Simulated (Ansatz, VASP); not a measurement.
Two plane-wave programs on CaS

POSCAR

```
CaS
1.0
    0.0000000000      2.8479451014      2.8479451014
    2.8479451014      0.0000000000      2.8479451014
    2.8479451014      2.8479451014      0.0000000000
Ca S
1 1
Direct
    0.0000000000      0.0000000000      0.0000000000
    0.5000000000      0.5000000000      0.5000000000
```

INCAR.step1

```
SYSTEM = CaS
PREC     = Accurate       ! precision mode
ENCUT    = 550            ! plane-wave cutoff, eV
ISMEAR   = 0              ! smearing method
SIGMA    = 0.01           ! smearing width, eV
LREAL    = .FALSE.        ! projectors in reciprocal space
LASPH    = .TRUE.         ! aspherical terms in the spheres
NELM     = 120            ! most SCF steps
NBANDS   = 15             ! bands
GGA      = PE             ! functional
ALGO     = Normal         ! electronic algorithm
EDIFF    = 1E-5           ! SCF threshold, eV
LWAVE    = .TRUE.         ! write WAVECAR
LCHARG   = .FALSE.        ! write CHGCAR
GGA_COMPAT= .FALSE.
```

File INCAR.step2:

```
SYSTEM = CaS
PREC     = Accurate       ! precision mode
ENCUT    = 550            ! plane-wave cutoff, eV
EDIFF    = 1E-6           ! SCF threshold, eV
ISMEAR   = 0              ! smearing method
SIGMA    = 0.01           ! smearing width, eV
LREAL    = .FALSE.        ! projectors in reciprocal space
LASPH    = .TRUE.         ! aspherical terms in the spheres
NELM     = 120            ! most SCF steps
ALGO     = Normal         ! electronic algorithm
ISIF     = 2              ! what is computed and relaxed
LWAVE    = .FALSE.        ! write WAVECAR
LCHARG   = .FALSE.        ! write CHGCAR
METAGGA  = R2SCAN         ! meta-GGA
LMIXTAU  = .TRUE.       
NBANDS   = 15             ! bands
ISTART   = 1            
GGA_COMPAT= .FALSE.
```

File KPOINTS:

```
regular mesh
0
G
  4 4 4
  0 0 0
```

Input for Ansatz:

```yaml
crystal:
  lattice:
    - [0.0, 2.8479451014, 2.8479451014]
    - [2.8479451014, 0.0, 2.8479451014]
    - [2.8479451014, 2.8479451014, 0.0]
  atoms:
    - { symbol: Ca, position: [0.0, 0.0, 0.0] }
    - { symbol: S, position: [0.5, 0.5, 0.5] }
kpoints:
  mp_grid: { grid: [4, 4, 4] }
hamiltonian:
  xc: r2scan
scf:
  occupations: { method: fixed }
output:
  optics:
    e_range: [0, 15]
    de: 0.2
    sigma: 0.05
    scissors: 0
    scheme: fermi_dirac
    bands: { spectra_wanted_up_to: 15 }
```

Alike in both runs: task single point; functional r2SCAN; k mesh 4 × 4 × 4; no spin polarisation.

```csv
,VASP,Ansatz
version,VASP 6.6.1,Ansatz 0.2.0
potentials or method,"VASP PAW PBE potentials, release 64 (Ca_sv, S)","plane waves, PAW"
plane-wave cutoff (eV),550,500
occupations,"gaussian, width 0.01 eV",fixed
valence electrons in the cell,16,16
```

```csv
,VASP,Ansatz,Ansatz less VASP
gap on the k mesh at the Fermi level (eV),2.80,2.79,-0.003
```

VASP's potentials were made for PBE, not for r2SCAN.

The k mesh is coarse, so the values compare programs but aren't converged.
